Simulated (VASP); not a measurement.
A run of VASP 6.6.1:

File INCAR:

```
SYSTEM = Pd
  ALGO = Fast
  EDIFF = 1E-6
  ENCUT = 520
  GGA = PE
  ISIF = 2
  ISMEAR = 0
  LASPH = .True.
  LCHARG = .True.
  LELF = .True.
  LREAL = .False.
  LVHAR = .True.
  LWAVE = .False.
  NBANDS = 11
  NELM = 60
  PREC = Accurate
  SIGMA = 0.1
```

Contents of KPOINTS:

```
k-points
0
Gamma
  18 18 18
  0 0 0
```

The input POSCAR:

```
Pd
1.0
    0.0000000000      1.9907058526      1.9907058526
    1.9907058526      0.0000000000      1.9907058526
    1.9907058526      1.9907058526      0.0000000000
Pd
1
Direct
    0.0000000000      0.0000000000      0.0000000000
```

Potentials or basis: VASP PAW PBE potentials, release 64 (Pd).

Launch:

```sh
$ cat potpaw_PBE.64/Pd/POTCAR > POTCAR
$ mpirun -np 1 vasp_std > vasp.out
```

Hardware: 1 thread of AMD EPYC 9R45 (Zen 5) (shared host).

Q: How long does it take, and how much memory?

A: It took 20 s on 1 thread of AMD EPYC 9R45 (Zen 5) (shared host), peak memory 0.13 GiB. Counts: scf iterations 11, k points 195.
